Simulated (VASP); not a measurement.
# Bi2TeSe2 (R3m) in VASP: a series of runs

Bi2TeSe2 is run at these levels: PBEsol; tasks: single point.

All numbers are computed with VASP 6.6.1; they aren't measurements. Logs are shortened: lines on timing, memory, paths and dates and some standing lists are left out, and cuts for length are marked.

**1. The cell of the first run**

It takes space group R3m (No. 160, trigonal). The conventional cell has a = 4.244 Å, b = 4.244 Å, c = 30.739 Å, α = 90.00°, β = 90.00°, γ = 120.00°. Bi (site symmetry 3m) has 3 Te at 3.03 Å and 3 Se at 3.12 Å within 4.0 Å. Bi (site symmetry 3m) has 6 Se at 2.88 to 3.09 Å within 3.8 Å. Within 4.0 Å of Te (site symmetry 3m) lie 3 Bi at 3.03 Å and 3 Se at 3.99 Å. Within 4.5 Å of Se (site symmetry 3m) lie 6 Bi at 3.09 to 3.12 Å and 9 Se at 4.18 to 4.24 Å and 3 Te at 4.45 Å. Se (site symmetry 3m) has 3 Bi at 2.88 Å within 3.8 Å.

**2. Single point, PBEsol**

The input, INCAR:

```
PREC     = Accurate       # precision mode
ENCUT    = 520            # plane-wave cutoff, eV
EDIFF    = 1E-7           # SCF threshold, eV
ISMEAR   = 0              # smearing method
SIGMA    = 0.02           # smearing width, eV
LREAL    = False          # projectors in reciprocal space
LASPH    = True           # aspherical terms in the spheres
NELM     = 100            # most SCF steps
ALGO     = Normal         # electronic algorithm
ISIF     = 2              # what is computed and relaxed
LWAVE    = False          # write WAVECAR
LCHARG   = False          # write CHGCAR
GGA      = PS             # functional
NBANDS   = 32             # bands
```

The input, KPOINTS:

```
Automatic mesh
0
Gamma
  12 12 12
```

The input, POSCAR:

```
Bi2TeSe2
1.0
    2.1218105610      1.2250278986     10.2464875018
   -2.1218105610      1.2250278986     10.2464875018
    0.0000000000     -2.4500557971     10.2464875018
Bi Te Se
2 1 2
Direct
    0.6065124400      0.6065124400      0.6065124400
    0.3967909400      0.3967909400      0.3967909400
    0.2149592200      0.2149592200      0.2149592200
    0.0024255800      0.0024255800      0.0024255800
    0.7793118300      0.7793118300      0.7793118300
```

Potentials or basis: VASP PAW PBE potentials, release 64 (Bi_d, Te, Se).

The run is started by

```bash
$ cat potpaw_PBE.64/Bi_d/POTCAR potpaw_PBE.64/Te/POTCAR potpaw_PBE.64/Se/POTCAR > POTCAR
$ mpirun -np 1 vasp_std > vasp.out
```

OUTCAR:

```text
PREC = Accurate
   ENCUT = 520
   EDIFF = 1E-7
   ISMEAR = 0
   LREAL = False
   LASPH = True
   NELM = 100
   ISIF = 2
   GGA = PS

 ion  position               nearest neighbor table
   1  0.607  0.607  0.607-   3 3.03   3 3.03   3 3.03   4 3.12   4 3.12   4 3.12
   2  0.397  0.397  0.397-   5 2.88   5 2.88   5 2.88   4 3.09   4 3.09   4 3.09
   3  0.215  0.215  0.215-   1 3.03   1 3.03   1 3.03
   4  0.002  0.002  0.002-   2 3.09   2 3.09   2 3.09   1 3.12   1 3.12   1 3.12
   5  0.779  0.779  0.779-   2 2.88   2 2.88   2 2.88

  LATTYP: Found a trigonal (rhomboedric) cell.
 ALAT       =    10.5353348088
 COS(alpha) =     0.9188765288

  Lattice vectors:

 A1 = (   2.1218105610,   1.2250278986,  10.2464875018)
 A2 = (  -2.1218105610,   1.2250278986,  10.2464875018)
 A3 = (   0.0000000000,  -2.4500557971,  10.2464875018)

Analysis of symmetry for initial positions (statically):
=====================================================================
 Subroutine PRICEL returns:
 Original cell was already a primitive cell.

 Routine SETGRP: Setting up the symmetry group for a
 trigonal (rhombohedral) supercell.

 Subroutine GETGRP returns: Found  6 space group operations
 (whereof  6 operations were pure point group operations)
 out of a pool of 12 trial point group operations.

The static configuration has the point symmetry C_3v.

Analysis of symmetry for dynamics (positions and initial velocities):
=====================================================================
 Subroutine PRICEL returns:
 Original cell was already a primitive cell.

 Routine SETGRP: Setting up the symmetry group for a
 trigonal (rhombohedral) supercell.

 Subroutine GETGRP returns: Found  6 space group operations
 (whereof  6 operations were pure point group operations)
 out of a pool of 12 trial point group operations.

The dynamic configuration has the point symmetry C_3v.

 Subroutine INISYM returns: Found  6 space group operations
 (whereof  6 operations are pure point group operations),
 and found     1 'primitive' translations

----------------------------------------------------------------------------------------

                                     Primitive cell

  volume of cell :     159.8008

  direct lattice vectors                    reciprocal lattice vectors
     2.121810561  1.225027899 10.246487502     0.235647804  0.136051323  0.032531473
    -2.121810561  1.225027899 10.246487502    -0.235647804  0.136051323  0.032531473
     0.000000000 -2.450055797 10.246487502     0.000000000 -0.272102647  0.032531473

  length of vectors
    10.535334809 10.535334809 10.535334809     0.274040411  0.274040411  0.274040411

  position of ions in fractional coordinates (direct lattice)
     0.606512440  0.606512440  0.606512440
     0.396790940  0.396790940  0.396790940
     0.214959220  0.214959220  0.214959220
     0.002425580  0.002425580  0.002425580
     0.779311830  0.779311830  0.779311830

  ion indices of the primitive-cell ions
   primitive index   ion index
                 1           1
                 2           2
                 3           3
                 4           4
                 5           5

----------------------------------------------------------------------------------------

 KPOINTS: Automatic mesh

Automatic generation of k-mesh.
 Grid dimensions read from file:
 generate k-points for:   12   12   12

 Generating k-lattice:

  Cartesian coordinates                     Fractional coordinates (reciprocal lattice)
     0.019637317  0.011337610  0.002710956     0.083333333  0.000000000  0.000000000
    -0.019637317  0.011337610  0.002710956     0.000000000  0.083333333  0.000000000
     0.000000000 -0.022675221  0.002710956    -0.000000000 -0.000000000  0.083333333

  Length of vectors
     0.022836701  0.022836701  0.022836701

  Shift w.r.t. Gamma in fractional coordinates (k-lattice)
     0.000000000  0.000000000  0.000000000

 Subroutine IBZKPT returns following result:
 ===========================================

 Found    189 irreducible k-points:

 Following reciprocal coordinates:
            Coordinates               Weight
  0.000000  0.000000  0.000000      1.000000
  0.083333  0.000000 -0.000000      6.000000
  0.166667 -0.000000 -0.000000      6.000000
  0.250000 -0.000000 -0.000000      6.000000
  0.333333  0.000000 -0.000000      6.000000
  0.416667 -0.000000 -0.000000      6.000000
[... 16 lines left out ...]
  0.500000  0.166667  0.000000     12.000000
 -0.416667  0.166667  0.000000     12.000000
 [... further k-points ...]
   k-points           NKPTS =    189   k-points in BZ     NKDIM =    189   number of bands    NBANDS=     32
   number of dos      NEDOS =    301   number of ions     NIONS =      5
   total plane-waves  NPLWV = 512000
   dimension x,y,z NGX =    80 NGY =   80 NGZ =   80
   dimension x,y,z NGXF=   160 NGYF=  160 NGZF=  160
   ions per type =               2   1   2
   NGX,Y,Z   is equivalent  to a cutoff of  12.62, 12.62, 12.62 a.u.
   NGXF,Y,Z  is equivalent  to a cutoff of  25.25, 25.25, 25.25 a.u.
 SYSTEM =  unknown system
   PREC   = accura    normal or accurate (medium, high low for compatibility)
   ISTART =      0    job   : 0-new  1-cont  2-samecut
   ICHARG =      2    charge: 1-file 2-atom 10-const
   ISPIN  =      1    spin polarized calculation?
   LNONCOLLINEAR =      F non collinear calculations
   LSORBIT =      F    spin-orbit coupling
   LASPH  =      T    aspherical Exc in radial PAW
   ENCUT  =  520.0 eV  38.22 Ry    6.18 a.u.  19.59 19.59 19.59*2*pi/ulx,y,z
   NELM   =    100;   NELMIN=  2; NELMDL= -5     # of ELM steps
   EDIFF  = 0.1E-06   stopping-criterion for ELM
   LREAL  =      F    real-space projection
   EDIFFG = 0.1E-05   stopping-criterion for IOM
   NSW    =      0    number of steps for IOM
   IBRION =     -1    ionic relax: 0-MD 1-quasi-New 2-CG
   NFREE  =      0    steps in history (QN), initial steepest desc. (CG)
   ISIF   =      2    stress and relaxation
   ISYM   =      2    0-nonsym 1-usesym 2-fastsym
   POTIM  = 0.5000    time-step for ionic-motion
   TEBEG  =    0.0;   TEEND  =   0.0 temperature during run
   PSTRESS=    0.0 pullay stress
   NELECT =      48.0000    total number of electrons
   NUPDOWN=      -1.0000    fix difference up-down
   EMIN   =  10.00;   EMAX   =-10.00  energy-range for DOS
   EFERMI =   0.00;   METHOD = LEGACY
   ISMEAR =     0;   SIGMA  =   0.02  broadening in eV -4-tet -1-fermi 0-gaus
   EFERMI_NEDOS =   21; number of points for ismear=-14 and -15
   IALGO  =     38    algorithm
   IMIX   =      4    mixing-type and parameters
     AMIX     =   0.40;   BMIX     =  1.00
     AMIX_MAG =   1.60;   BMIX_MAG =  1.00
  volume/ion in A,a.u.               =      31.96       215.68
  Fermi-wavevector in a.u.,A,eV,Ry     =   1.096383  2.071863 16.354960  1.202056
  Thomas-Fermi vector in A             =   2.232724
   LORBIT       =      0    0 simple, 1 ext, 2 COOP (PROOUT), +10 PAW based schemes
   GGA     = PS    functional components
   LHFCALC =     F    Hartree Fock is set to
   AEXX    =    0.0000 exact exchange contribution
   IVDW    =     0    specifies the selected vdW correction
   LEPSILON=     F    determine dielectric tensor
   LRPA    =     F    only Hartree local field effects (RPA)
 non-spin polarized calculation
 Gauss-broadening in eV      SIGMA  =   0.02
  energy-cutoff  :      520.00
  volume of cell :      159.80
 maximum number of plane-waves:      4330
   NGX = 39   NGY = 39   NGZ = 39

 number of electron      48.0000001 magnetization

 Free energy of the ion-electron system (eV)
  ---------------------------------------------------
  ext. energy  EPLUGINS =         0.00000000
  ---------------------------------------------------
  free energy    TOTEN  =       -21.45428725 eV

  energy without entropy =      -21.45428725  energy(sigma->0) =      -21.45428725

 E-fermi :   4.4607     XC(G=0):  -9.3031

 val. band max:        4.3303006111   @ k =   0.0000   0.0000   0.0000
 cond. band min:       4.8407776338   @ k =   0.0000   0.0000   0.0000
 fundamental gap:      0.5104770227
 Fermi energy:         4.4606568547

 k-point     1 :       0.0000    0.0000    0.0000
  band No.  band energies     occupation
      1     -18.4006      2.00000
      2     -18.3997      2.00000
      3     -18.3997      2.00000
      4     -18.3884      2.00000
      5     -18.3884      2.00000
      6     -18.3357      2.00000
[... 24 lines left out ...]
     31      10.3045      0.00000
     32      11.0421      0.00000

 k-point     2 :       0.0833    0.0000   -0.0000
  band No.  band energies     occupation
      1     -18.4012      2.00000
      2     -18.3992      2.00000
      3     -18.3986      2.00000
      4     -18.3890      2.00000
      5     -18.3883      2.00000
      6     -18.3362      2.00000
[... 24 lines left out ...]
     31      10.2526      0.00000
     32      10.5306      0.00000

 k-point     3 :       0.1667   -0.0000   -0.0000
  band No.  band energies     occupation
      1     -18.4040      2.00000
      2     -18.3971      2.00000
      3     -18.3962      2.00000
      4     -18.3901      2.00000
      5     -18.3873      2.00000
      6     -18.3377      2.00000
[... 24 lines left out ...]
     31       9.5888      0.00000
     32      10.4136      0.00000

 k-point     4 :       0.2500   -0.0000   -0.0000
  band No.  band energies     occupation
      1     -18.4083      2.00000
      2     -18.3957      2.00000
      3     -18.3946      2.00000
      4     -18.3898      2.00000
      5     -18.3844      2.00000
      6     -18.3403      2.00000
[... 24 lines left out ...]
     31       9.0534      0.00000
     32      10.6679      0.00000

 k-point     5 :       0.3333    0.0000   -0.0000
  band No.  band energies     occupation
      1     -18.4128      2.00000
      2     -18.3964      2.00000
      3     -18.3944      2.00000
      4     -18.3872      2.00000
      5     -18.3800      2.00000
      6     -18.3432      2.00000
[... 584 lines left out ...]
     31       9.5514      0.00000
     32       9.7221      0.00000

 k-point    22 :       0.4167    0.1667    0.0000
  band No.  band energies     occupation
      1     -18.4107      2.00000
      2     -18.3972      2.00000
      3     -18.3933      2.00000
      4     -18.3896      2.00000
      5     -18.3793      2.00000
      6     -18.3404      2.00000
[... 24 lines left out ...]
     31       9.3980      0.00000
     32      10.2496      0.00000

 k-point    23 :       0.5000    0.1667    0.0000
  band No.  band energies     occupation
      1     -18.4127      2.00000
      2     -18.3977      2.00000
      3     -18.3940      2.00000
      4     -18.3863      2.00000
      5     -18.3781      2.00000
      6     -18.3415      2.00000
[... 24 lines left out ...]
     31       9.3032      0.00000
     32      10.2314      0.00000

 k-point    24 :      -0.4167    0.1667    0.0000
  band No.  band energies     occupation
      1     -18.4135      2.00000
      2     -18.3979      2.00000
      3     -18.3943      2.00000
      4     -18.3845      2.00000
      5     -18.3781      2.00000
      6     -18.3420      2.00000
[... 24 lines left out ...]
     31       9.2079      0.00000
     32      10.2500      0.00000

 [... further k-points ...]

------------------------ aborting loop because EDIFF is reached ----------------------------------------

  FORCE on cell =-STRESS in cart. coord.  units (eV):
  Direction    XX          YY          ZZ          XY          YZ          ZX
  --------------------------------------------------------------------------------------
  -------------------------------------------------------------------------------------
  Total       -1.4107780     -1.4107780     -1.3591200     -0.0000000     -0.0000000      0.0000000
  in kB      -14.1445917    -14.1445917    -13.6266636     -0.0000000     -0.0000000      0.0000000
  external PRESSURE =     -13.9719490 kB  Pullay stress =       0.0000000 kB

 VOLUME and BASIS-vectors are now :
 -----------------------------------------------------------------------------
  energy-cutoff  :      520.00
  volume of cell :      159.80
      direct lattice vectors                 reciprocal lattice vectors
     2.121810561  1.225027899 10.246487502     0.235647804  0.136051323  0.032531473
    -2.121810561  1.225027899 10.246487502    -0.235647804  0.136051323  0.032531473
     0.000000000 -2.450055797 10.246487502     0.000000000 -0.272102647  0.032531473

 POSITION                                       TOTAL-FORCE (eV/Angst)
 -----------------------------------------------------------------------------------
      0.00000      0.00000     18.64387         0.000000      0.000000      0.103234
      0.00000      0.00000     12.19714         0.000000     -0.000000     -0.082683
      0.00000      0.00000      6.60773         0.000000      0.000000      0.006909
      0.00000      0.00000      0.07456         0.000000     -0.000000     -0.051831
      0.00000      0.00000     23.95563         0.000000      0.000000      0.024371
 -----------------------------------------------------------------------------------
    total drift:                               -0.000000     -0.000000     -0.000326

  FREE ENERGIE OF THE ION-ELECTRON SYSTEM (eV)
  ---------------------------------------------------
  free  energy   TOTEN  =       -21.4542872472 eV

  energy  without entropy=      -21.4542872472  energy(sigma->0) =      -21.45428725
```

It took 46 min on 1 thread of Intel Xeon 6975P-C (Granite Rapids), shared host; peak memory 1.5 GiB.

What came out:

| Quantity | Value |
| --- | --- |
| Free energy | -21.4543 eV |
| Pressure | -1.4 GPa |
| Largest force | 0.103 eV/Å |
| Band gap on the k mesh | 0.51 eV |

Forces in eV/Å, atoms in the order of the input:
```
Bi   0.000  0.000  0.103
Bi   0.000  0.000 -0.083
Te   0.000  0.000  0.007
Se   0.000  0.000 -0.052
Se   0.000  0.000  0.024
```

Caveat: the PAW data sets were made with another functional, which shifts forces and pressure a little; spin-orbit coupling is left out, which moves the levels of the heavy elements. A k mesh can miss the band edges.

**3. Single point, PBEsol (strained)**

The input, INCAR:

```
PREC = Accurate
ENCUT = 520
EDIFF = 1E-7
ISMEAR = 0
SIGMA = 0.05
LREAL = False
LASPH = True
NELM = 100
ALGO = Normal
ISIF = 2
LWAVE = False
LCHARG = False
GGA = PS
NBANDS = 32
```

The input, KPOINTS:

```
regular mesh
0
Gamma
  12 12 12
```

The input, POSCAR:

```
Bi2TeSe2
1.0
    2.1617430358      1.2480829236     11.3615102717
   -2.1617430358      1.2480829236     11.3615102717
    0.0000000000     -2.4961658472     11.3615102718
Bi Te Se
2 1 2
Direct
    0.6097584341      0.6097584341      0.6097584341
    0.3918996957      0.3918996957      0.3918996957
    0.2120977857      0.2120977857      0.2120977857
    0.0049146972      0.0049146972      0.0049146972
    0.7813293973      0.7813293973      0.7813293973
```

Potentials or basis: VASP PAW PBE potentials, release 64 (Bi_d, Te, Se).

The run is started by

```bash
$ cat potpaw_PBE.64/Bi_d/POTCAR potpaw_PBE.64/Te/POTCAR potpaw_PBE.64/Se/POTCAR > POTCAR
$ mpirun -np 1 vasp_std > vasp.out
```

OUTCAR:

```text
PREC = Accurate
   ENCUT = 520
   EDIFF = 1E-7
   ISMEAR = 0
   LREAL = False
   LASPH = True
   NELM = 100
   ISIF = 2
   GGA = PS

 ion  position               nearest neighbor table
   1  0.610  0.610  0.610-   4 3.27   4 3.27   4 3.27   3 3.32   3 3.32   3 3.32
   2  0.392  0.392  0.392-   4 3.09   4 3.09   4 3.09   5 3.14   5 3.14   5 3.14
   3  0.212  0.212  0.212-   1 3.32   1 3.32   1 3.32
   4  0.005  0.005  0.005-   2 3.09   2 3.09   2 3.09   1 3.27   1 3.27   1 3.27
   5  0.781  0.781  0.781-   2 3.14   2 3.14   2 3.14

[... 1045 lines left out ...]
  -------------------------------------------------------------------------------------
  Total       -6.5720263     -6.5720263    -12.1334761      0.0000000      0.0000000     -0.0000000
  in kB      -57.2499418    -57.2499418   -105.6965950      0.0000000      0.0000000     -0.0000000
  external PRESSURE =     -73.3988262 kB  Pullay stress =       0.0000000 kB

 VOLUME and BASIS-vectors are now :
 -----------------------------------------------------------------------------
  energy-cutoff  :      520.00
  volume of cell :      183.92
      direct lattice vectors                 reciprocal lattice vectors
     2.161743036  1.248082924 11.361510272     0.231294836  0.133538136  0.029338823
    -2.161743036  1.248082924 11.361510272    -0.231294836  0.133538136  0.029338823
     0.000000000 -2.496165847 11.361510272     0.000000000 -0.267076271  0.029338823

 POSITION                                       TOTAL-FORCE (eV/Angst)
 -----------------------------------------------------------------------------------
      0.00000      0.00000     20.78333         0.000000     -0.000000     -1.486901
      0.00000      0.00000     13.35772         0.000000      0.000000      1.599572
      0.00000      0.00000      7.22925         0.000000      0.000000      2.111503
      0.00000      0.00000      0.16752         0.000000     -0.000000     -0.353523
      0.00000      0.00000     26.63125         0.000000      0.000000     -1.870651
 -----------------------------------------------------------------------------------
    total drift:                               -0.000000      0.000000     -0.000384

  FREE ENERGIE OF THE ION-ELECTRON SYSTEM (eV)
  ---------------------------------------------------
  free  energy   TOTEN  =       -20.1667066747 eV

  energy  without entropy=      -20.1667066747  energy(sigma->0) =      -20.16670667
```

stdout:

```text
POSCAR found type information on POSCAR BiTeSe
 POSCAR found :  3 types and       5 ions
 scaLAPACK will be used
 -----------------------------------------------------------------------------
|                                                                             |
|                                                                             |
|     You enforced a specific xc type in the INCAR file but a different       |
|     I HOPE YOU KNOW WHAT YOU ARE DOING!                                     |
|                                                                             |
 -----------------------------------------------------------------------------

 LDA part: xc-table for (Slater+PW92), standard interpolation
 POSCAR, INCAR and KPOINTS ok, starting setup
 FFT: planning ... GRIDC
 FFT: planning ... GRID_SOFT
 FFT: planning ... GRID
 WAVECAR not read
 entering main loop
```

Wall time 1.5 h (1 thread of Intel Xeon 6975P-C (Granite Rapids), shared host); peak memory 2.1 GiB.

Results:

| Item | Value |
| --- | --- |
| Free energy | -20.1667 eV |
| Pressure | -7.3 GPa |
| Largest force | 2.112 eV/Å |
| Band gap on the k mesh | 0.61 eV |

Forces in eV/Å, atoms in the order of the input:
```
Bi   0.000  0.000 -1.487
Bi   0.000  0.000  1.600
Te   0.000  0.000  2.112
Se   0.000  0.000 -0.354
Se   0.000  0.000 -1.871
```

Levels at points of the mesh, in eV from the valence-band top:
| k point | band 22 | band 23 | band 24 | band 25 | band 26 | band 27 |
| --- | --- | --- | --- | --- | --- | --- |
| (0.00, 0.00, 0.00) | -0.13 | 0.00 | 0.00 | 0.61 | 1.44 | 1.44 |
| (0.50, 0.00, 0.00) | -1.33 | -0.58 | -0.52 | 0.90 | 1.51 | 1.70 |
| (0.50, 0.50, 0.00) | -1.16 | -1.06 | -0.75 | 0.89 | 1.64 | 1.75 |
| (0.50, 0.50, 0.50) | -0.48 | -0.05 | -0.05 | 1.18 | 1.53 | 1.53 |

Caveat: the cell differs from its parent crystal (strained); the cell stands under tension; the PAW data sets were made with another functional, which shifts forces and pressure a little; spin-orbit coupling is left out, which moves the levels of the heavy elements. A k mesh can miss the band edges.
